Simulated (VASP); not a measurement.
# BaZrGe (P4/nmm) in VASP: single point with r2SCAN

Aim: the single point of BaZrGe with r2SCAN.

Program: VASP 6.6.1. These are calculated values, not measurements. Logs are shortened: lines on timing, memory, paths and dates and some standing lists are left out, and cuts for length are marked.

### 1 The cell of the first run

The structure is tetragonal, space group P4/nmm (No. 129). The conventional cell has a = 4.552 Å, b = 4.552 Å, c = 8.012 Å, α = 90.00°, β = 90.00°, γ = 90.00°. Zr (site symmetry -4m2) has 4 Ge at 2.74 Å and 4 Zr at 3.22 Å and 4 Ba at 3.50 Å within 3.6 Å. Within 4.6 Å of Ba (site symmetry 4mm) lie 6 Ge at 3.41 to 4.19 Å and 4 Zr at 3.50 Å and 8 Ba at 4.20 to 4.55 Å. Within 3.6 Å of Ge (site symmetry 4mm) lie 4 Zr at 2.74 Å and 4 Ba at 3.41 Å.

### 2 Single point, r2SCAN

POSCAR reads:

```
BaZrGe
1.0
    4.5523200000      0.0000000000      0.0000000000
    0.0000000000      4.5523200000      0.0000000000
    0.0000000000      0.0000000000      8.0120830000
Zr Ba Ge
2 2 2
Direct
    0.0000000000      0.0000000000      0.0000000000
    0.5000000000      0.5000000000      0.0000000000
    0.5000000000      0.0000000000      0.6680000000
    0.0000000000      0.5000000000      0.3320000000
    0.5000000000      0.0000000000      0.1905000000
    0.0000000000      0.5000000000      0.8095000000
```

INCAR.step1 reads:

```
SYSTEM = BaZrGe
ALGO     = Normal         ! electronic algorithm
EDIFF    = 1E-4           ! SCF threshold, eV
ENCUT    = 520            ! plane-wave cutoff, eV
GGA      = PE             ! functional
ISMEAR   = 0              ! smearing method
LASPH    = .TRUE.         ! aspherical terms in the spheres
LCHARG   = .FALSE.        ! write CHGCAR
LREAL    = .FALSE.        ! projectors in reciprocal space
LWAVE    = .TRUE.         ! write WAVECAR
NBANDS   = 45             ! bands
NELM     = 80             ! most SCF steps
PREC     = Accurate       ! precision mode
SIGMA    = 0.0174         ! smearing width, eV
```

INCAR.step2 reads:

```
SYSTEM = BaZrGe
ALGO     = Normal         ! electronic algorithm
EDIFF    = 1E-6           ! SCF threshold, eV
ENCUT    = 520            ! plane-wave cutoff, eV
ISIF     = 2              ! what is computed and relaxed
ISMEAR   = 0              ! smearing method
ISTART   = 1            
LASPH    = .TRUE.         ! aspherical terms in the spheres
LCHARG   = .FALSE.        ! write CHGCAR
LMIXTAU  = .TRUE.       
LREAL    = .FALSE.        ! projectors in reciprocal space
LWAVE    = .FALSE.        ! write WAVECAR
METAGGA  = R2SCAN         ! meta-GGA
NBANDS   = 45             ! bands
NELM     = 80             ! most SCF steps
PREC     = Accurate       ! precision mode
SIGMA    = 0.0174         ! smearing width, eV
```

KPOINTS reads:

```
k-points
0
G
  6 6 3
  0 0 0
```

Potentials or basis: VASP PAW PBE potentials, release 64 (Zr_sv, Ba_sv, Ge_d).

Command:

```sh
$ cat potpaw_PBE.64/Zr_sv/POTCAR potpaw_PBE.64/Ba_sv/POTCAR potpaw_PBE.64/Ge_d/POTCAR > POTCAR
$ cp INCAR.step1 INCAR
$ mpirun -np 1 vasp_std > vasp.out
$ cp INCAR.step2 INCAR
$ mpirun -np 1 vasp_std > vasp.out
```

OUTCAR:

```text
SYSTEM = BaZrGe
   EDIFF = 1E-6
   ENCUT = 520
   ISIF = 2
   ISMEAR = 0
   ISTART = 1
   LASPH = .TRUE.
   LREAL = .FALSE.
   METAGGA = R2SCAN
   NELM = 80
   PREC = Accurate

 ion  position               nearest neighbor table
   1  0.000  0.000  0.000-   5 2.74   6 2.74   6 2.74   5 2.74   2 3.22   2 3.22   2 3.22   2 3.22
                             3 3.50   3 3.50   4 3.50   4 3.50
   2  0.500  0.500  0.000-   5 2.74   6 2.74   5 2.74   6 2.74   1 3.22   1 3.22   1 3.22   1 3.22
                             3 3.50   4 3.50   3 3.50   4 3.50
   3  0.500  0.000  0.668-   6 3.41   6 3.41   6 3.41   6 3.41   2 3.50   1 3.50   1 3.50   2 3.50
                             5 3.83   4 4.20   4 4.20   4 4.20   4 4.20
   4  0.000  0.500  0.332-   5 3.41   5 3.41   5 3.41   5 3.41   2 3.50   2 3.50   1 3.50   1 3.50
                             6 3.83   3 4.20   3 4.20   3 4.20   3 4.20
   5  0.500  0.000  0.191-   1 2.74   2 2.74   2 2.74   1 2.74   4 3.41   4 3.41   4 3.41   4 3.41
                             3 3.83
   6  0.000  0.500  0.809-   1 2.74   2 2.74   1 2.74   2 2.74   3 3.41   3 3.41   3 3.41   3 3.41
                             4 3.83

  LATTYP: Found a simple tetragonal cell.
 ALAT       =     4.5523200000
 C/A-ratio  =     1.7599999561

  Lattice vectors:

 A1 = (   4.5523200000,   0.0000000000,   0.0000000000)
 A2 = (   0.0000000000,   4.5523200000,   0.0000000000)
 A3 = (   0.0000000000,   0.0000000000,   8.0120830000)

Analysis of symmetry for initial positions (statically):
=====================================================================
 Subroutine PRICEL returns:
 Original cell was already a primitive cell.

 Routine SETGRP: Setting up the symmetry group for a
 simple tetragonal supercell.

 Subroutine GETGRP returns: Found 16 space group operations
 (whereof  8 operations were pure point group operations)
 out of a pool of 16 trial point group operations.

The static configuration has the point symmetry D_2d.
 The point group associated with its full space group is D_4h.

Analysis of symmetry for dynamics (positions and initial velocities):
=====================================================================
 Subroutine PRICEL returns:
 Original cell was already a primitive cell.

 Routine SETGRP: Setting up the symmetry group for a
 simple tetragonal supercell.

 Subroutine GETGRP returns: Found 16 space group operations
 (whereof  8 operations were pure point group operations)
 out of a pool of 16 trial point group operations.

The dynamic configuration has the point symmetry D_2d.
 The point group associated with its full space group is D_4h.

 Subroutine INISYM returns: Found 16 space group operations
 (whereof  8 operations are pure point group operations),
 and found     1 'primitive' translations

----------------------------------------------------------------------------------------

                                     Primitive cell

  volume of cell :     166.0393

  direct lattice vectors                    reciprocal lattice vectors
     4.552320000  0.000000000  0.000000000     0.219668213  0.000000000  0.000000000
     0.000000000  4.552320000  0.000000000     0.000000000  0.219668213  0.000000000
     0.000000000  0.000000000  8.012083000     0.000000000  0.000000000  0.124811488

  length of vectors
     4.552320000  4.552320000  8.012083000     0.219668213  0.219668213  0.124811488

  position of ions in fractional coordinates (direct lattice)
     0.000000000  0.000000000  0.000000000
     0.500000000  0.500000000  0.000000000
     0.500000000  0.000000000  0.668000000
     0.000000000  0.500000000  0.332000000
     0.500000000  0.000000000  0.190500000
     0.000000000  0.500000000  0.809500000

  ion indices of the primitive-cell ions
   primitive index   ion index
                 1           1
                 2           2
                 3           3
                 4           4
                 5           5
                 6           6

----------------------------------------------------------------------------------------

 KPOINTS: k-points

Automatic generation of k-mesh.
 Grid dimensions read from file:
 generate k-points for:    6    6    3

 Generating k-lattice:

  Cartesian coordinates                     Fractional coordinates (reciprocal lattice)
     0.036611369  0.000000000  0.000000000     0.166666667  0.000000000  0.000000000
     0.000000000  0.036611369  0.000000000     0.000000000  0.166666667  0.000000000
     0.000000000  0.000000000  0.041603829     0.000000000  0.000000000  0.333333333

  Length of vectors
     0.036611369  0.036611369  0.041603829

  Shift w.r.t. Gamma in fractional coordinates (k-lattice)
     0.000000000  0.000000000  0.000000000

 Subroutine IBZKPT returns following result:
 ===========================================

 Found     20 irreducible k-points:

 Following reciprocal coordinates:
            Coordinates               Weight
  0.000000  0.000000  0.000000      1.000000
  0.166667  0.000000  0.000000      4.000000
  0.333333  0.000000  0.000000      4.000000
  0.500000  0.000000  0.000000      2.000000
  0.166667  0.166667  0.000000      4.000000
  0.333333  0.166667  0.000000      8.000000
[... 12 lines left out ...]
  0.500000  0.333333  0.333333      8.000000
  0.500000  0.500000  0.333333      2.000000
   k-points           NKPTS =     20   k-points in BZ     NKDIM =     20   number of bands    NBANDS=     45
   number of dos      NEDOS =    301   number of ions     NIONS =      6
   total plane-waves  NPLWV =  77760
   dimension x,y,z NGX =    36 NGY =   36 NGZ =   60
   dimension x,y,z NGXF=    72 NGYF=   72 NGZF=  120
   ions per type =               2   2   2
   NGX,Y,Z   is equivalent  to a cutoff of  13.15, 13.15, 12.45 a.u.
   NGXF,Y,Z  is equivalent  to a cutoff of  26.29, 26.29, 24.90 a.u.
 SYSTEM =  BaZrGe
   PREC   = accura    normal or accurate (medium, high low for compatibility)
   ISTART =      1    job   : 0-new  1-cont  2-samecut
   ICHARG =      0    charge: 1-file 2-atom 10-const
   ISPIN  =      1    spin polarized calculation?
   LNONCOLLINEAR =      F non collinear calculations
   LSORBIT =      F    spin-orbit coupling
   LASPH  =      T    aspherical Exc in radial PAW
   ENCUT  =  520.0 eV  38.22 Ry    6.18 a.u.   8.46  8.46 14.90*2*pi/ulx,y,z
   NELM   =     80;   NELMIN=  2; NELMDL=  0     # of ELM steps
   EDIFF  = 0.1E-05   stopping-criterion for ELM
   LREAL  =      F    real-space projection
   EDIFFG = 0.1E-04   stopping-criterion for IOM
   NSW    =      0    number of steps for IOM
   IBRION =     -1    ionic relax: 0-MD 1-quasi-New 2-CG
   NFREE  =      0    steps in history (QN), initial steepest desc. (CG)
   ISIF   =      2    stress and relaxation
   ISYM   =      2    0-nonsym 1-usesym 2-fastsym
   POTIM  = 0.5000    time-step for ionic-motion
   TEBEG  =    0.0;   TEEND  =   0.0 temperature during run
   PSTRESS=    0.0 pullay stress
   NELECT =      72.0000    total number of electrons
   NUPDOWN=      -1.0000    fix difference up-down
   EMIN   =  10.00;   EMAX   =-10.00  energy-range for DOS
   EFERMI =   0.00;   METHOD = LEGACY
   ISMEAR =     0;   SIGMA  =   0.02  broadening in eV -4-tet -1-fermi 0-gaus
   EFERMI_NEDOS =   21; number of points for ismear=-14 and -15
   IALGO  =     38    algorithm
   IMIX   =      4    mixing-type and parameters
     AMIX     =   0.40;   BMIX     =  1.00
     AMIX_MAG =   1.60;   BMIX_MAG =  1.00
  volume/ion in A,a.u.               =      27.67       186.75
  Fermi-wavevector in a.u.,A,eV,Ry     =   1.239126  2.341608 20.890824  1.535432
  Thomas-Fermi vector in A             =   2.373622
   LORBIT       =      0    0 simple, 1 ext, 2 COOP (PROOUT), +10 PAW based schemes
   METAGGA = R2SCAN    functional components
   LHFCALC =     F    Hartree Fock is set to
   AEXX    =    0.0000 exact exchange contribution
   IVDW    =     0    specifies the selected vdW correction
   LEPSILON=     F    determine dielectric tensor
   LRPA    =     F    only Hartree local field effects (RPA)
 non-spin polarized calculation
 Gauss-broadening in eV      SIGMA  =   0.02
  energy-cutoff  :      520.00
  volume of cell :      166.04
 maximum number of plane-waves:      4491
 NGX is ok and might be reduce to    36
   NGX = 17   NGY = 17   NGZ = 29

 number of electron      71.9999961 magnetization

 Free energy of the ion-electron system (eV)
  ---------------------------------------------------
  ext. energy  EPLUGINS =         0.00000000
  ---------------------------------------------------
  free energy    TOTEN  =      -128.77632764 eV

  energy without entropy =     -128.77493459  energy(sigma->0) =     -128.77563111

 E-fermi :   5.7719     XC(G=0): -10.5604

 val. band max:        5.7340928062   @ k =   0.5000   0.3333   0.0000
 cond. band min:       5.7757646055   @ k =   0.5000   0.3333   0.3333
 fundamental gap:      0.0416717992
 Fermi energy:         5.7718516477

 k-point     1 :       0.0000    0.0000    0.0000
  band No.  band energies     occupation
      1     -44.7458      2.00000
      2     -44.6448      2.00000
      3     -23.4779      2.00000
      4     -23.4379      2.00000
      5     -22.3240      2.00000
      6     -22.3240      2.00000
[... 37 lines left out ...]
     44       9.3099      0.00000
     45       9.8371      0.00000

 k-point     2 :       0.1667    0.0000    0.0000
  band No.  band energies     occupation
      1     -44.7390      2.00000
      2     -44.6515      2.00000
      3     -23.4711      2.00000
      4     -23.4363      2.00000
      5     -22.2977      2.00000
      6     -22.2925      2.00000
[... 37 lines left out ...]
     44       8.8740      0.00000
     45       8.9567      0.00000

 k-point     3 :       0.3333    0.0000    0.0000
  band No.  band energies     occupation
      1     -44.7204      2.00000
      2     -44.6699      2.00000
      3     -23.4554      2.00000
      4     -23.4351      2.00000
      5     -22.2588      2.00000
      6     -22.2112      2.00000
[... 37 lines left out ...]
     44       8.8649      0.00000
     45       9.0170      0.00000

 k-point     4 :       0.5000    0.0000    0.0000
  band No.  band energies     occupation
      1     -44.6950      2.00000
      2     -44.6950      2.00000
      3     -23.4411      2.00000
      4     -23.4411      2.00000
      5     -22.2308      2.00000
      6     -22.2308      2.00000
[... 709 lines left out ...]
     44       8.4258      0.00000
     45       9.0781      0.00000

 k-point    19 :       0.5000    0.3333    0.3333
  band No.  band energies     occupation
      1     -44.6945      2.00000
      2     -44.6945      2.00000
      3     -23.4320      2.00000
      4     -23.4320      2.00000
      5     -22.3535      2.00000
      6     -22.3535      2.00000
[... 37 lines left out ...]
     44       8.2769      0.00000
     45       9.7803      0.00000

 k-point    20 :       0.5000    0.5000    0.3333
  band No.  band energies     occupation
      1     -44.6944      2.00000
      2     -44.6944      2.00000
      3     -23.4291      2.00000
      4     -23.4291      2.00000
      5     -22.3932      2.00000
      6     -22.3932      2.00000
[... 37 lines left out ...]
     44       8.3412      0.00000
     45      10.3517      0.00000

------------------------ aborting loop because EDIFF is reached ----------------------------------------

  FORCE on cell =-STRESS in cart. coord.  units (eV):
  Direction    XX          YY          ZZ          XY          YZ          ZX
  --------------------------------------------------------------------------------------
  -------------------------------------------------------------------------------------
  Total        6.3312693      6.3312693      8.2016858      0.0000000      0.0000000      0.0000000
  in kB       61.0928471     61.0928471     79.1412133      0.0000000      0.0000000      0.0000000
  external PRESSURE =      67.1089692 kB  Pullay stress =       0.0000000 kB

 VOLUME and BASIS-vectors are now :
 -----------------------------------------------------------------------------
  energy-cutoff  :      520.00
  volume of cell :      166.04
      direct lattice vectors                 reciprocal lattice vectors
     4.552320000  0.000000000  0.000000000     0.219668213  0.000000000  0.000000000
     0.000000000  4.552320000  0.000000000     0.000000000  0.219668213  0.000000000
     0.000000000  0.000000000  8.012083000     0.000000000  0.000000000  0.124811488

 POSITION                                       TOTAL-FORCE (eV/Angst)
 -----------------------------------------------------------------------------------
      0.00000      0.00000      0.00000        -0.000000     -0.000000      0.000000
      2.27616      2.27616      0.00000        -0.000000      0.000000      0.000000
      2.27616      0.00000      5.35207        -0.000000      0.000000     -1.192720
      0.00000      2.27616      2.66001         0.000000      0.000000      1.192720
      2.27616      0.00000      1.52630        -0.000000      0.000000      0.579574
      0.00000      2.27616      6.48578        -0.000000     -0.000000     -0.579574
 -----------------------------------------------------------------------------------
    total drift:                                0.000000      0.000000      0.000000

  FREE ENERGIE OF THE ION-ELECTRON SYSTEM (eV)
  ---------------------------------------------------
  free  energy   TOTEN  =      -128.7763276373 eV

  energy  without entropy=     -128.7749345900  energy(sigma->0) =     -128.77563111
```

It took 9.2 min on 1 thread of Intel Xeon Platinum 8259CL at 2.50GHz (Skylake/Cascade Lake), shared host; peak memory 0.38 GiB.

What came out:

```yaml
Free_energy: -128.7763 eV
Pressure: 6.7 GPa
Largest_force: 1.193 eV/Å
Band_gap_on_the_k_mesh: zero (bands 36 and 37 overlap by 0.30 eV)
```

Forces on the atoms (eV/Å):
```
Zr   0.000  0.000  0.000
Zr   0.000  0.000  0.000
Ba   0.000  0.000 -1.193
Ba   0.000  0.000  1.193
Ge   0.000  0.000  0.580
Ge   0.000  0.000 -0.580
```

Caveat: the cell stands under pressure; the PAW data sets were made with another functional, which shifts forces and pressure a little; spin-orbit coupling is left out, which moves the levels of the heavy elements.
